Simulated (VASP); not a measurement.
# Si: relaxation of cell and atoms with PBE

Crystal: Si.

```
Si
1.0
     0.00000    2.71500    2.71500
     2.71500    0.00000    2.71500
     2.71500    2.71500    0.00000
Si
2
Direct
  0.00000 0.00000 0.00000
  0.25000 0.25000 0.25000
```

* Program: VASP 6.6.1
* Task: relaxation of cell and atoms
* Functional: PBE
* Potentials or basis: VASP PAW PBE potentials, release 64 (Si)
* Cutoff: 600 eV
* k mesh: 14 × 14 × 14
* Occupations: gaussian, width 0.05 eV
* Spin: no spin polarisation
* Dipole correction: no
* Further INCAR settings: ALGO = Normal; EDIFF = 1e-06; IBRION = 2; EDIFFG = -0.01; NSW = 50; ISIF = 3

```yaml
Relaxed_volume: 20.44 Å³/atom
Relaxed_cell: a = 3.867 Å, b = 3.867 Å, c = 3.867 Å, α = 60.00°, β = 60.00°, γ = 60.00°
Space_group_after_relaxing_to_0.1_Å: Fd-3m (No. 227)
Energy_gained_by_relaxing: 2.6 meV/atom
Ionic_steps: 3
Pressure_after_relaxing: 0.0 GPa
Band_gap_on_the_k_mesh: 0.61 eV (least direct gap 2.56 eV)
```

Step by step:
| step | energy change (eV) | largest force (eV/Å) | pressure (GPa) | volume (Å³) |
| --- | --- | --- | --- | --- |
| 1 | 0.0000 | 0.0000 | 1.99 | 40.03 |
| 2 | -0.0029 | 0.0000 | -1.24 | 41.48 |
| 3 | -0.0052 | 0.0000 | 0.01 | 40.89 |

Final structure:
```
Si
1.0
     0.00000    2.73430    2.73430
     2.73430    0.00000    2.73430
     2.73430    2.73430    0.00000
Si
2
Direct
  0.00000 0.00000 0.00000
  0.25000 0.25000 0.25000
```

Levels at points of the mesh, in eV from the valence-band top:
| k point | band 2 | band 3 | band 4 | band 5 | band 6 | band 7 |
| --- | --- | --- | --- | --- | --- | --- |
| (0.00, 0.00, 0.00) | 0.00 | 0.00 | 0.00 | 2.56 | 2.56 | 2.56 |
| (0.50, 0.00, 0.00) | -6.87 | -1.18 | -1.18 | 1.47 | 3.35 | 3.35 |
| (0.50, 0.50, 0.00) | -7.75 | -2.79 | -2.79 | 0.75 | 0.75 | 9.94 |

Wall time 42 s on 1 thread of Intel(R) Xeon(R) Platinum 8488C (Sapphire Rapids), on a shared host, peak memory 0.19 GiB.

A k mesh can miss the band edges.
